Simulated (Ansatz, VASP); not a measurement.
# AlN: VASP beside Ansatz

```
CELL_PARAMETERS angstrom
3.18878 0.00000 0.00000
-1.59439 2.76156 0.00000
0.00000 0.00000 4.85355
ATOMIC_POSITIONS crystal
Al 0.33333 0.66667 0.00000
Al 0.66667 0.33333 0.50000
N 0.33333 0.66667 0.38500
N 0.66667 0.33333 0.88500
```

Change from the starting cell: strain +0.025 along x and y, -0.025 along z, atoms carried along.

Alike in both runs: task single point; functional PBE; k mesh 9 × 9 × 6; occupations gaussian, width 0.05 eV; no spin polarisation.

|  | VASP | Ansatz |
| --- | --- | --- |
| version | VASP 6.6.1 | Ansatz 0.2.0 |
| potentials or method | VASP PAW PBE potentials, release 64 (Al, N), cutoff 520 eV | scalar-relativistic, plane waves, PAW |
| valence electrons in the cell | 16 | 16 |

|  | VASP | Ansatz | Ansatz less VASP |
| --- | --- | --- | --- |
| gap on the k mesh at the Fermi level (eV) | 3.82 | 3.82 | -0.007 |
| least direct gap on the mesh (eV) | 3.82 | 3.82 | -0.007 |
| pressure (GPa) | -1.1 | -0.9 | +0.26 |
| traceless stress, the component that is largest in VASP (GPa) | 11.64 | 11.50 | -0.139 |
| rms of the force components (eV/Å) | 0.251 | 0.250 | -0.0008 |

Atom by atom the forces differ by 0.001 eV/Å (rms over components).
